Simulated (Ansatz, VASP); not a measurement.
La2O3 in VASP and in Ansatz

POSCAR

```
La2O3
1.0
    3.9351015402      0.0000000000      0.0000000000
   -1.9675507701      3.4078979003      0.0000000000
    0.0000000000      0.0000000000      6.1262271608
La O
2 3
Direct
    0.6666666667      0.3333333333      0.7538431652
    0.3333333333      0.6666666667      0.2461568348
    0.6666666667      0.3333333333      0.3538862911
    0.3333333333      0.6666666667      0.6461137089
    0.0000000000      0.0000000000      0.0000000000
```

Contents of INCAR.step1:

```
PREC     = Accurate       # precision mode
ENCUT    = 520            # plane-wave cutoff, eV
ISMEAR   = 0              # smearing method
SIGMA    = 0.01           # smearing width, eV
LREAL    = False          # projectors in reciprocal space
LASPH    = True           # aspherical terms in the spheres
NELM     = 60             # most SCF steps
NBANDS   = 28             # bands
GGA      = PE             # functional
ALGO     = Normal         # electronic algorithm
EDIFF    = 1E-4           # SCF threshold, eV
LWAVE    = True           # write WAVECAR
LCHARG   = False          # write CHGCAR
```

File INCAR.step2:

```
PREC     = Accurate       # precision mode
ENCUT    = 520            # plane-wave cutoff, eV
EDIFF    = 1E-6           # SCF threshold, eV
ISMEAR   = 0              # smearing method
SIGMA    = 0.01           # smearing width, eV
LREAL    = False          # projectors in reciprocal space
LASPH    = True           # aspherical terms in the spheres
NELM     = 60             # most SCF steps
ALGO     = Normal         # electronic algorithm
ISIF     = 2              # what is computed and relaxed
LWAVE    = False          # write WAVECAR
LCHARG   = False          # write CHGCAR
METAGGA  = R2SCAN         # meta-GGA
LMIXTAU  = True         
NBANDS   = 28             # bands
ISTART   = 1
```

File KPOINTS:

```
regular mesh
0
Gamma
  12 12 4
```

Input for Ansatz:

```yaml
crystal:
  lattice:
    - [3.9351015402, 0.0, 0.0]
    - [-1.9675507701, 3.4078979003, 0.0]
    - [0.0, 0.0, 6.1262271608]
  atoms:
    - { symbol: La, position: [0.6666666667, 0.3333333333, 0.7538431652] }
    - { symbol: La, position: [0.3333333333, 0.6666666667, 0.2461568348] }
    - { symbol: O, position: [0.6666666667, 0.3333333333, 0.3538862911] }
    - { symbol: O, position: [0.3333333333, 0.6666666667, 0.6461137089] }
    - { symbol: O, position: [0.0, 0.0, 0.0] }
kpoints:
  mp_grid: { grid: [12, 12, 4] }
  band_path:
    path:
      - [0.0, 0.0, 0.0]
      - [0.5, 0.0, 0.0]
      - [0.3333333333, 0.3333333333, 0.0]
      - [0.0, 0.0, 0.5]
      - [0.5, 0.0, 0.5]
      - [0.3333333333, 0.3333333333, 0.5]
      - [0.0, 0.5, 0.5]
      - [0.0, 0.5, 0.0]
    npoints: 1
hamiltonian:
  xc: r2scan
scf:
  occupations: { method: fixed }
  n_extra_bands: 5
output:
  forces: true
  stress: true
  eigenvalues: true
```

Alike in both runs: task single point; functional r2SCAN; k mesh 12 × 12 × 4; no spin polarisation.

|  | VASP | Ansatz |
| --- | --- | --- |
| version | VASP 6.6.1 | Ansatz 0.2.0 |
| potentials or method | VASP PAW PBE potentials, release 64 (La, O) | plane waves, PAW |
| plane-wave cutoff (eV) | 520 | 500 |
| occupations | gaussian, width 0.01 eV | fixed |
| valence electrons in the cell | 40 | 40 |

Ansatz gave:

```
gap on the k mesh at the Fermi level (eV)                     : 4.23
pressure (GPa)                                                : 0.0
traceless stress, the component that is largest in VASP (GPa) : 0.00
rms of the force components (eV/Å)                            : 0.001
```

Task: Which values does VASP return?

Result: gap on the k mesh at the Fermi level (eV): 4.24; pressure (GPa): -0.4; traceless stress, the component that is largest in VASP (GPa): 0.07; rms of the force components (eV/Å): 0.008.

VASP's potentials were made for PBE, not for r2SCAN. Atom by atom the forces differ by 0.009 eV/Å (rms over components).

Spin-orbit coupling is off throughout.
